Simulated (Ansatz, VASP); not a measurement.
## ZnS in VASP and in Ansatz

Contents of INCAR:

```
  PREC = Accurate
  ENCUT = 520
  EDIFF = 1E-8
  ISMEAR = -1
  SIGMA = 0.01
  LREAL = False
  LASPH = True
  NELM = 100
  ALGO = Normal
  ISIF = 2
  LWAVE = False
  LCHARG = False
  GGA = PS
  LEFG = True
  NBANDS = 16
```

File KPOINTS:

```
Automatic mesh
0
Gamma
  8 8 8
```

Contents of POSCAR:

```
ZnS
1.0
    0.0540930000      2.7316965000      2.7316965000
    2.7316965000      0.0540930000      2.7316965000
    2.7316965000      2.7316965000      0.0540930000
Zn S
1 1
Direct
    0.0000000000      0.0000000000      0.0000000000
    0.7500000000      0.7500000000      0.7500000000
```

Input for Ansatz:

```yaml
crystal:
  lattice:
    - [0.054093, 2.7316965, 2.7316965]
    - [2.7316965, 0.054093, 2.7316965]
    - [2.7316965, 2.7316965, 0.054093]
  atoms:
    - { symbol: Zn, position: [0.0, 0.0, 0.0] }
    - { symbol: S, position: [0.75, 0.75, 0.75] }
kpoints:
  mp_grid: { grid: [8, 8, 8] }
scf:
  occupations: { method: fermi_dirac, width: 0.01 }
hamiltonian:
  xc: pbesol
  pseudopotentials: { kind: all_electron, datasets: crystal }
output:
  forces: true
  stress: true
  eigenvalues: true
  efg: { contact_densities: true }
```

Change from the starting cell: equal xy, yz and zx shear strains of +2 %, crystal datasets.

Alike in both runs: task electric field gradients; functional PBEsol; k mesh 8 × 8 × 8; occupations fermi-dirac, width 0.01 eV; no spin polarisation.

```csv
,VASP,Ansatz
version,VASP 6.6.1,Ansatz 0.2.0
potentials or method,"VASP PAW PBE potentials, release 64 (Zn, S), cutoff 520 eV","all-electron PAW with datasets made for the crystal, scalar-relativistic"
```

|  | VASP | Ansatz | Ansatz less VASP |
| --- | --- | --- | --- |
| gap on the k mesh at the Fermi level (eV) | 1.92 | 1.92 | -0.001 |
| pressure (GPa) | -1.9 | -2.0 | -0.18 |
| traceless stress, the component that is largest in VASP (GPa) | -1.27 | -1.26 | +0.010 |
| rms of the force components (eV/Å) | 0.088 | 0.087 | -0.0015 |
| size of Vzz on the site where it differs most (V/Å²) | 12.4 | 11.6 | -0.79 |

VASP's potentials were made for PBE, not for PBEsol. Atom by atom the forces differ by 0.002 eV/Å (rms over components). Ansatz ran all-electron here, and VASP with PAW potentials.
